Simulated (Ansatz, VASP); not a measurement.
**CrCd3S4 in VASP and in Ansatz**

```
Cr S Cd
1.0
     5.81000    0.00000    0.00000
     0.00000    5.81000    0.00000
     0.00000    0.00000    5.81000
Cr S Cd
1 4 3
Direct
  0.99804 0.00653 0.00976
  0.26337 0.24785 0.25986
  0.25187 0.73905 0.75807
  0.75474 0.25950 0.75635
  0.73696 0.74824 0.25418
  0.00002 0.50744 0.49612
  0.49538 0.99219 0.51023
  0.50015 0.49286 0.99304
```

Alike in both runs: task single point; functional PBE; k mesh 3 × 3 × 3; occupations gaussian, width 0.01 eV; collinear spin.

|  | VASP | Ansatz |
| --- | --- | --- |
| version | VASP 6.6.1 | Ansatz 0.2.0 |
| potentials or method | VASP PAW PBE potentials, release 64 (Cr_pv, S, Cd), cutoff 400 eV | PAW, plane waves, scalar-relativistic |
| valence electrons in the cell | 72 | 98 |

Ansatz gave:

| Quantity | Value |
| --- | --- |
| pressure (GPa) | 1.3 |
| rms of the force components (eV/Å) | 0.535 |
| net moment per atom (μB) | 0.50 |
| size of the moment on the site where the two differ most (μB) | 3.47 |

Estimate VASP's values.

pressure (GPa): 1.2; rms of the force components (eV/Å): 0.548; net moment per atom (μB): 0.50; size of the moment on the site where the two differ most (μB): 3.66.

Site moments also hang on the region over which each program counts them. VASP's potentials hold 72 valence electrons a cell and Ansatz's 98, so a difference there can come from the potentials and not from the codes.

The k mesh is coarse, so the values compare programs but aren't converged.
